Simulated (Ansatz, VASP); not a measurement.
# Two plane-wave programs on Ru

```xyz
2
Lattice="2.7078 0.0000 0.0000 -1.3539 2.3450 0.0000 0.0000 0.0000 4.2681" Properties=species:S:1:pos:R:3 pbc="T T T"
Ru    0.0000    1.5634    1.0670
Ru    1.3539    0.7817    3.2011
```

Alike in both runs: task single point; functional LDA; k mesh 9 × 9 × 4; occupations gaussian, width 0.1 eV; no spin polarisation.

```csv
,VASP,Ansatz
version,VASP 6.6.1,Ansatz 0.2.0
potentials or method,"VASP PAW LDA potentials, release 64 (Ru_pv), cutoff 520 eV","scalar-relativistic, plane waves, PAW"
valence electrons in the cell,28,32
```

|  | VASP | Ansatz | Ansatz less VASP |
| --- | --- | --- | --- |
| gap on the k mesh at the Fermi level (eV) | none | none | - |
| pressure (GPa) | -10.7 | -11.5 | -0.80 |
| traceless stress, the component that is largest in VASP (GPa) | -1.02 | -1.10 | -0.083 |

Ansatz warns that its potentials were made for another functional, while VASP's fit it. LDA's correlation is that of Perdew and Zunger in VASP and of Perdew and Wang (1992) in Ansatz. A gap of «none» marks a metal or a gap that the smearing closes. VASP's potentials hold 28 valence electrons a cell and Ansatz's 32, so a difference there can come from the potentials and not from the codes.

The k mesh is coarse, so the values compare programs but aren't converged.
